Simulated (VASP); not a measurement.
# LiCaF3 (P4/mbm) in VASP: further runs, part 3 of 3

VASP 6.6.1.

### Step 5. Relaxation of cell and atoms, PBE

This run uses another cell than the first one, of 11.80 Å³/atom.

Contents of INCAR:

```
SYSTEM = LiCaF3
  PREC = Accurate
  ENCUT = 600
  EDIFF = 1E-7
  ISMEAR = 0
  SIGMA = 0.1
  LREAL = .FALSE.
  LASPH = .TRUE.
  NELM = 100
  ALGO = Normal
  ISIF = 3
  LWAVE = .FALSE.
  LCHARG = .FALSE.
  GGA = PE
  IBRION = 2
  NSW = 90
  EDIFFG = -0.04
```

Contents of KPOINTS:

```
regular mesh
0
G
  4 4 4
  0 0 0
```

Contents of POSCAR:

```
LiCaF3
1.0
    5.5056886100      0.0000000000      0.0000000000
    0.0000000000      5.5056886100      0.0000000000
    0.0000000000      0.0000000000      3.8931097500
Li Ca F
2 2 6
Direct
    0.5000000000      0.5000000000      0.0000000000
    0.0000000000      0.0000000000      0.0000000000
    0.0000000000      0.5000000000      0.5000000000
    0.5000000000      0.0000000000      0.5000000000
    0.7752275100      0.2752275100      0.0000000000
    0.7247724900      0.7752275100      0.0000000000
    0.5000000000      0.5000000000      0.5000000000
    0.2247724900      0.7247724900      0.0000000000
    0.2752275100      0.2247724900      0.0000000000
    0.0000000000      0.0000000000      0.5000000000
```

Potentials or basis: VASP PAW PBE potentials, release 64 (Li_sv, Ca_sv, F).

Launch:

```console
> cat potpaw_PBE.64/Li_sv/POTCAR potpaw_PBE.64/Ca_sv/POTCAR potpaw_PBE.64/F/POTCAR > POTCAR
> mpirun -np 1 vasp_std > vasp.out
```

OUTCAR:

```text
SYSTEM = LiCaF3
   PREC = Accurate
   ENCUT = 600
   EDIFF = 1E-7
   ISMEAR = 0
   LREAL = .FALSE.
   LASPH = .TRUE.
   NELM = 100
   ISIF = 3
   GGA = PE
   IBRION = 2
   NSW = 90
   EDIFFG = -0.04

 ion  position               nearest neighbor table
   1  0.500  0.500  0.000-   7 1.95   7 1.95   5 1.96   8 1.96   9 1.96   6 1.96
   2  0.000  0.000  0.000-  10 1.95  10 1.95   8 1.96   9 1.96   5 1.96   6 1.96
   3  0.000  0.500  0.500-
   4  0.500  0.000  0.500-
   5  0.775  0.275  0.000-   1 1.96   2 1.96
   6  0.725  0.775  0.000-   1 1.96   2 1.96
   7  0.500  0.500  0.500-   1 1.95   1 1.95
   8  0.225  0.725  0.000-   1 1.96   2 1.96
   9  0.275  0.225  0.000-   1 1.96   2 1.96
  10  0.000  0.000  0.500-   2 1.95   2 1.95

  LATTYP: Found a simple tetragonal cell.
 ALAT       =     5.5056886100
 C/A-ratio  =     0.7071067810

  Lattice vectors:

 A1 = (   5.5056886100,   0.0000000000,   0.0000000000)
 A2 = (   0.0000000000,   5.5056886100,   0.0000000000)
 A3 = (   0.0000000000,   0.0000000000,   3.8931097500)

Analysis of symmetry for initial positions (statically):
=====================================================================
 Subroutine PRICEL returns:
 Original cell was already a primitive cell.

 Routine SETGRP: Setting up the symmetry group for a
 simple tetragonal supercell.

 Subroutine GETGRP returns: Found 16 space group operations
 (whereof  8 operations were pure point group operations)
 out of a pool of 16 trial point group operations.

The static configuration has the point symmetry C_4h.
 The point group associated with its full space group is D_4h.

Analysis of symmetry for dynamics (positions and initial velocities):
=====================================================================
 Subroutine PRICEL returns:
 Original cell was already a primitive cell.

 Routine SETGRP: Setting up the symmetry group for a
 simple tetragonal supercell.

 Subroutine GETGRP returns: Found 16 space group operations
 (whereof  8 operations were pure point group operations)
 out of a pool of 16 trial point group operations.

The dynamic configuration has the point symmetry C_4h.
 The point group associated with its full space group is D_4h.

 Subroutine INISYM returns: Found 16 space group operations
 (whereof  8 operations are pure point group operations),
 and found     1 'primitive' translations

----------------------------------------------------------------------------------------

                                     Primitive cell

  volume of cell :     118.0103

  direct lattice vectors                    reciprocal lattice vectors
     5.505688610  0.000000000  0.000000000     0.181630323  0.000000000  0.000000000
     0.000000000  5.505688610  0.000000000     0.000000000  0.181630323  0.000000000
     0.000000000  0.000000000  3.893109750     0.000000000  0.000000000  0.256864066

  length of vectors
     5.505688610  5.505688610  3.893109750     0.181630323  0.181630323  0.256864066

  position of ions in fractional coordinates (direct lattice)
     0.500000000  0.500000000  0.000000000
     0.000000000  0.000000000  0.000000000
     0.000000000  0.500000000  0.500000000
     0.500000000  0.000000000  0.500000000
     0.775227510  0.275227510  0.000000000
     0.724772490  0.775227510  0.000000000
     0.500000000  0.500000000  0.500000000
     0.224772490  0.724772490  0.000000000
     0.275227510  0.224772490  0.000000000
     0.000000000  0.000000000  0.500000000

  ion indices of the primitive-cell ions
   primitive index   ion index
                 1           1
                 2           2
                 3           3
                 4           4
                 5           5
                 6           6
[... 34 lines left out ...]
  0.250000  0.000000  0.000000      4.000000
  0.500000  0.000000  0.000000      2.000000
  0.250000  0.250000  0.000000      4.000000
  0.500000  0.250000  0.000000      4.000000
  0.500000  0.500000  0.000000      1.000000
[... 10 lines left out ...]
  0.500000  0.250000  0.500000      4.000000
  0.500000  0.500000  0.500000      1.000000
   k-points           NKPTS =     18   k-points in BZ     NKDIM =     18   number of bands    NBANDS=     40
   number of dos      NEDOS =    301   number of ions     NIONS =     10
   total plane-waves  NPLWV =  73728
   dimension x,y,z NGX =    48 NGY =   48 NGZ =   32
   dimension x,y,z NGXF=    96 NGYF=   96 NGZF=   64
   ions per type =               2   2   6
   NGX,Y,Z   is equivalent  to a cutoff of  14.49, 14.49, 13.66 a.u.
   NGXF,Y,Z  is equivalent  to a cutoff of  28.99, 28.99, 27.33 a.u.
 SYSTEM =  LiCaF3
   PREC   = accura    normal or accurate (medium, high low for compatibility)
   ISTART =      0    job   : 0-new  1-cont  2-samecut
   ICHARG =      2    charge: 1-file 2-atom 10-const
   ISPIN  =      1    spin polarized calculation?
   LNONCOLLINEAR =      F non collinear calculations
   LSORBIT =      F    spin-orbit coupling
   LASPH  =      T    aspherical Exc in radial PAW
   ENCUT  =  600.0 eV  44.10 Ry    6.64 a.u.  11.00 11.00  7.78*2*pi/ulx,y,z
   NELM   =    100;   NELMIN=  2; NELMDL= -5     # of ELM steps
   EDIFF  = 0.1E-06   stopping-criterion for ELM
   LREAL  =      F    real-space projection
   EDIFFG = -.4E-01   stopping-criterion for IOM
   NSW    =     90    number of steps for IOM
   IBRION =      2    ionic relax: 0-MD 1-quasi-New 2-CG
   NFREE  =      1    steps in history (QN), initial steepest desc. (CG)
   ISIF   =      3    stress and relaxation
   ISYM   =      2    0-nonsym 1-usesym 2-fastsym
   POTIM  = 0.5000    time-step for ionic-motion
   TEBEG  =    0.0;   TEEND  =   0.0 temperature during run
   PSTRESS=    0.0 pullay stress
   NELECT =      68.0000    total number of electrons
   NUPDOWN=      -1.0000    fix difference up-down
   EMIN   =  10.00;   EMAX   =-10.00  energy-range for DOS
   EFERMI =   0.00;   METHOD = LEGACY
   ISMEAR =     0;   SIGMA  =   0.10  broadening in eV -4-tet -1-fermi 0-gaus
   EFERMI_NEDOS =   21; number of points for ismear=-14 and -15
   IALGO  =     38    algorithm
   IMIX   =      4    mixing-type and parameters
     AMIX     =   0.40;   BMIX     =  1.00
     AMIX_MAG =   1.60;   BMIX_MAG =  1.00
  volume/ion in A,a.u.               =      11.80        79.64
  Fermi-wavevector in a.u.,A,eV,Ry     =   1.362295  2.574364 25.250340  1.855848
  Thomas-Fermi vector in A             =   2.488797
   LORBIT       =      0    0 simple, 1 ext, 2 COOP (PROOUT), +10 PAW based schemes
   GGA     = PE    functional components
   LHFCALC =     F    Hartree Fock is set to
   AEXX    =    0.0000 exact exchange contribution
   IVDW    =     0    specifies the selected vdW correction
   LEPSILON=     F    determine dielectric tensor
   LRPA    =     F    only Hartree local field effects (RPA)
 conjugate gradient relaxation of ions
 non-spin polarized calculation
 Gauss-broadening in eV      SIGMA  =   0.10
  energy-cutoff  :      600.00
  volume of cell :      118.01
 maximum number of plane-waves:      3972
 NGX is ok and might be reduce to    48
   NGX = 21   NGY = 21   NGZ = 15

--------------------------------------- Ionic step        1  -------------------------------------------

 number of electron      67.9999976 magnetization

 Free energy of the ion-electron system (eV)
  ---------------------------------------------------
  ext. energy  EPLUGINS =         0.00000000
  ---------------------------------------------------
  free energy    TOTEN  =       -52.12673242 eV

  energy without entropy =      -52.12673242  energy(sigma->0) =      -52.12673242

 E-fermi :  -0.0209     XC(G=0):  -9.7456

 val. band max:       -0.5884453158   @ k =   0.0000   0.0000   0.5000
 cond. band min:       5.5910571898   @ k =   0.0000   0.0000   0.0000
 fundamental gap:      6.1795025056
 Fermi energy:        -0.0209324141

 k-point     1 :       0.0000    0.0000    0.0000
  band No.  band energies     occupation
      1     -41.0082      2.00000
      2     -41.0043      2.00000
      3     -38.6989      2.00000
      4     -38.6886      2.00000
      5     -20.5415      2.00000
      6     -20.3909      2.00000
[... 888 lines left out ...]
  FREE ENERGIE OF THE ION-ELECTRON SYSTEM (eV)
  ---------------------------------------------------
  free  energy   TOTEN  =       -52.4434856843 eV

  energy  without entropy=      -52.4434856843  energy(sigma->0) =      -52.44348568

[... ionic steps 4 to 10 ...]

--------------------------------------- Ionic step       11  -------------------------------------------

 number of electron      67.9999959 magnetization

------------------------ aborting loop because EDIFF is reached ----------------------------------------
[... 83 lines left out ...]
--------------------------------------- Ionic step       13  -------------------------------------------

 number of electron      67.9999967 magnetization

 Free energy of the ion-electron system (eV)
  ---------------------------------------------------
  ext. energy  EPLUGINS =         0.00000000
  ---------------------------------------------------
  free energy    TOTEN  =       -52.88237612 eV

  energy without entropy =      -52.88237612  energy(sigma->0) =      -52.88237612

 E-fermi :   0.0783     XC(G=0): -10.0481

 val. band max:       -0.4003188533   @ k =   0.0000   0.0000   0.0000
 cond. band min:       6.3870220984   @ k =   0.0000   0.0000   0.0000
 fundamental gap:      6.7873409517
 Fermi energy:         0.0783167859

 k-point     1 :       0.0000    0.0000    0.0000
  band No.  band energies     occupation
      1     -40.9180      2.00000
      2     -40.9138      2.00000
      3     -37.4663      2.00000
      4     -37.4505      2.00000
      5     -20.5022      2.00000
      6     -20.2775      2.00000
[... 800 lines left out ...]
  FREE ENERGIE OF THE ION-ELECTRON SYSTEM (eV)
  ---------------------------------------------------
  free  energy   TOTEN  =       -52.8823761249 eV

  energy  without entropy=      -52.8823761249  energy(sigma->0) =      -52.88237612

 reached required accuracy - stopping structural energy minimisation
```

It took 20 min on 1 thread of Oxide Virtual Turin-like, shared host; peak memory 0.3 GiB.

Results:

```
Free energy                           : -52.8824 eV
Relaxed volume                        : 11.01 Å³/atom
Relaxed cell                          : a = 5.373 Å, b = 5.373 Å, c = 3.813 Å, α = 90.00°, β = 90.00°, γ = 90.00°
Space group after relaxing (to 0.1 Å) : P4/mbm (No. 127)
Energy gained by relaxing             : 75.6 meV/atom
Ionic steps                           : 13
Pressure after relaxing               : 0.0 GPa
Largest force after relaxing          : 0.010 eV/Å
Band gap on the k mesh                : 6.79 eV
```

Forces on the atoms (eV/Å):
```
Li   0.000  0.000  0.000
Li   0.000  0.000  0.000
Ca   0.000  0.000  0.000
Ca   0.000  0.000  0.000
F    0.007  0.007  0.000
F   -0.007  0.007  0.000
F    0.000  0.000  0.000
F   -0.007 -0.007  0.000
F    0.007 -0.007  0.000
F    0.000  0.000  0.000
```

The path:
| step | energy change (eV) | largest force (eV/Å) | pressure (GPa) | volume (Å³) |
| --- | --- | --- | --- | --- |
| 1 | 0.0000 | 0.4186 | -6.66 | 118.01 |
| 2 | -0.2733 | 0.4238 | -2.42 | 109.83 |
| 3 | -0.3168 | 0.4169 | 0.56 | 105.65 |
| 4 | -0.3578 | 0.4369 | 0.66 | 105.66 |
| 5 | -0.4864 | 0.4466 | 1.02 | 105.68 |
| 6 | -0.6923 | 0.2072 | 2.23 | 105.73 |
| 7 | 0.0052 | 1.9648 | 8.27 | 105.81 |
| 8 | -0.7100 | 0.1182 | 2.55 | 105.73 |
| 9 | -0.7171 | 0.0269 | 3.02 | 105.75 |
| 10 | -0.7487 | 0.0932 | 0.66 | 109.26 |
| 11 | -0.7487 | 0.0954 | 0.59 | 109.37 |
| 12 | -0.7534 | 0.0475 | 0.31 | 109.69 |
| 13 | -0.7556 | 0.0098 | -0.05 | 110.09 |

Final structure:
```xyz
10
Lattice="5.3733 0.0000 0.0000 0.0000 5.3733 0.0000 0.0000 0.0000 3.8131" Properties=species:S:1:pos:R:3 pbc="T T T"
Li    2.6866    2.6866    0.0000
Li    0.0000    0.0000    0.0000
Ca    0.0000    2.6866    1.9065
Ca    2.6866    0.0000    1.9065
F     4.4122    1.7256    0.0000
F     3.6476    4.4122    0.0000
F     2.6866    2.6866    1.9065
F     0.9610    3.6476    3.8131
F     1.7256    0.9610    0.0000
F     0.0000    0.0000    1.9065
```

Caveat: the cutoff is under 1.25 times the usual one of these potentials, so pressure, stress and relaxed cells hold a basis-set (Pulay) error.

### Step 6. Relaxation of cell and atoms, PBE

INCAR, as its differences from that of step 5:

```diff
@@ -5,3 +5,3 @@
   ISMEAR = 0
-  SIGMA = 0.1
+  SIGMA = 0.02
   LREAL = .FALSE.
@@ -15,3 +15,3 @@
   IBRION = 2
-  NSW = 90
-  EDIFFG = -0.04
+  NSW = 100
+  EDIFFG = -0.01
```

Contents of KPOINTS:

```
Automatic mesh
0
G
  4 4 6
  0 0 0
```

Contents of POSCAR:

```
LiCaF3
1.0
    5.4014987195      0.0000000000      0.0000000000
    0.0000000000      5.4014987195      0.0000000000
    0.0000000000      0.0000000000      3.8045421465
Li Ca F
2 2 6
Direct
    0.5000000000      0.5000000000      0.0000000000
    0.0000000000      0.0000000000      0.0000000000
    0.0000000000      0.5000000000      0.5000000000
    0.5000000000      0.0000000000      0.5000000000
    0.8226342725      0.3226342725      0.0000000000
    0.6773657275      0.8226342725      0.0000000000
    0.5000000000      0.5000000000      0.5000000000
    0.1773657275      0.6773657275      0.0000000000
    0.3226342725      0.1773657275      0.0000000000
    0.0000000000      0.0000000000      0.5000000000
```

Potentials or basis: VASP PAW PBE potentials, release 64 (Li_sv, Ca_sv, F).

Launch:

```console
> cat potpaw_PBE.64/Li_sv/POTCAR potpaw_PBE.64/Ca_sv/POTCAR potpaw_PBE.64/F/POTCAR > POTCAR
> mpirun -np 1 vasp_std > vasp.out
```

Wall time 10 min (1 thread of Oxide Virtual Turin-like, shared host); peak memory 0.29 GiB.

It converged, with:

| Item | Value |
| --- | --- |
| Free energy | -52.8573 eV |
| Relaxed volume | 11.04 Å³/atom |
| Relaxed cell | a = 5.384 Å, b = 5.384 Å, c = 3.808 Å, α = 90.00°, β = 90.00°, γ = 90.00° |
| Space group after relaxing (to 0.1 Å) | P4/mbm (No. 127) |
| Energy gained by relaxing | 0.1 meV/atom |
| Ionic steps | 5 |
| Pressure after relaxing | 0.0 GPa |
| Largest force after relaxing | 0.009 eV/Å |
| Band gap on the k mesh | 6.78 eV |

Forces in eV/Å, atoms in the order of the input:
```
Li   0.000  0.000  0.000
Li   0.000  0.000  0.000
Ca   0.000  0.000  0.000
Ca   0.000  0.000  0.000
F   -0.006 -0.006  0.000
F    0.006 -0.006  0.000
F    0.000  0.000  0.000
F    0.006  0.006  0.000
F   -0.006  0.006  0.000
F    0.000  0.000  0.000
```

The path:
| step | energy change (eV) | largest force (eV/Å) | pressure (GPa) | volume (Å³) |
| --- | --- | --- | --- | --- |
| 1 | 0.0000 | 0.0250 | -0.24 | 111.00 |
| 2 | -0.0005 | 0.0253 | -0.11 | 110.74 |
| 3 | -0.0008 | 0.0257 | 0.10 | 110.37 |
| 4 | -0.0011 | 0.0147 | 0.02 | 110.38 |
| 5 | -0.0011 | 0.0088 | -0.03 | 110.39 |

Final structure:
```
Li Ca F
1.0
     5.38419    0.00000    0.00000
     0.00000    5.38419    0.00000
     0.00000    0.00000    3.80800
Li Ca F
2 2 6
Direct
  0.50000 0.50000 0.00000
  0.00000 0.00000 0.00000
  0.00000 0.50000 0.50000
  0.50000 0.00000 0.50000
  0.82182 0.32182 0.00000
  0.67818 0.82182 0.00000
  0.50000 0.50000 0.50000
  0.17818 0.67818 0.00000
  0.32182 0.17818 0.00000
  0.00000 0.00000 0.50000
```

Levels at points of the mesh, in eV from the valence-band top:
```csv
k point,band 32,band 33,band 34,band 35,band 36,band 37
"(0.00, 0.00, 0.00)",-0.25,0.00,0.00,6.78,6.93,8.38
"(0.50, 0.00, 0.00)",-0.45,-0.20,-0.20,7.93,7.93,8.26
"(0.50, 0.50, 0.00)",-0.34,-0.29,-0.29,7.90,7.90,8.60
"(0.00, 0.00, 0.50)",-0.15,-0.12,-0.12,7.43,7.47,7.86
"(0.50, 0.00, 0.50)",-0.40,-0.24,-0.24,8.17,8.17,8.35
"(0.50, 0.50, 0.50)",-0.34,-0.20,-0.20,8.21,8.21,8.40
```

Caveat: the cutoff is under 1.25 times the usual one of these potentials, so pressure, stress and relaxed cells hold a basis-set (Pulay) error.

### Step 7. The runs side by side

```csv
task,cell,k mesh,cutoff (eV),smearing,gap on the mesh (eV),pressure (GPa),relaxed volume (Å³/atom),largest force (eV/Å)
single point,"a = 5.401, b = 5.401, c = 3.805 Å, 10 atoms, atomic positions A",4 × 4 × 4,520,gaussian 0.1 eV,6.76,-,-,0.03
single point,"a = 5.506, b = 5.506, c = 3.893 Å, 10 atoms, atomic positions B",4 × 4 × 4,520,gaussian 0.1 eV,6.18,-,-,0.42
single point,"a = 5.404, b = 5.404, c = 3.802 Å, 10 atoms, atomic positions C",4 × 4 × 6,520,gaussian 0.02 eV,6.77,-,-,0.03
relaxation of cell and atoms,"relaxed from a = 5.506, b = 5.506, c = 3.893 Å, 10 atoms, atomic positions B",4 × 4 × 4,600,gaussian 0.1 eV,6.79,0.0,11.01,0.01
relaxation of cell and atoms,"relaxed from a = 5.401, b = 5.401, c = 3.805 Å, 10 atoms, atomic positions A",4 × 4 × 6,600,gaussian 0.02 eV,6.78,0.0,11.04,0.01
```

Alike in all rows: level PBE; potentials or basis VASP PAW PBE potentials, release 64 (Li_sv, Ca_sv, F); no spin polarisation.

Caveats: the cutoff is under 1.25 times the usual one of these potentials, so pressure, stress and relaxed cells hold a basis-set (Pulay) error.

Total energies depend on the potentials used, so only differences within one code and one set of settings carry meaning.
